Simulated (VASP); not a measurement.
A run of VASP 6.6.1:

File INCAR:

```
PREC = Accurate ; ENCUT = 520
EDIFF = 1E-6 ; ISMEAR = 0
SIGMA = 0.05 ; LREAL = F
LASPH = T ; NELM = 100
ALGO = Normal ; ISIF = 2
LWAVE = F ; LCHARG = F
GGA = PE ; IVDW = 12
NBANDS = 20
```

KPOINTS

```
Automatic mesh
0
Gamma
  9 9 4
```

File POSCAR:

```
Al2O3
1.0
    2.7812000000      0.0000000000      0.0000000000
   -1.3906000000      2.4085898530      0.0000000000
    0.0000000000      0.0000000000      7.9529000000
Al O
2 3
Direct
    0.0000000000      0.0000000000      0.1907358529
    0.0000000000      0.0000000000      0.8092641471
    0.3333333333      0.6666666667      0.2840924954
    0.6666666667      0.3333333333      0.0000000000
    0.3333333333      0.6666666667      0.7159075046
```

Potentials or basis: VASP PAW PBE potentials, release 64 (Al, O).

Command:

```sh
$ cat potpaw_PBE.64/Al/POTCAR potpaw_PBE.64/O/POTCAR > POTCAR
$ mpirun -np 1 vasp_std > vasp.out
```

Hardware: 1 thread of AMD EPYC 9R45 96-Core Processor (Zen 5), with other jobs on the host.

Problem. Estimate the wall time of this run.

Solution. Wall time 28 s on 1 thread of AMD EPYC 9R45 96-Core Processor (Zen 5), with other jobs on the host, peak memory 0.16 GiB. Counts: scf iterations 15, k points 36.
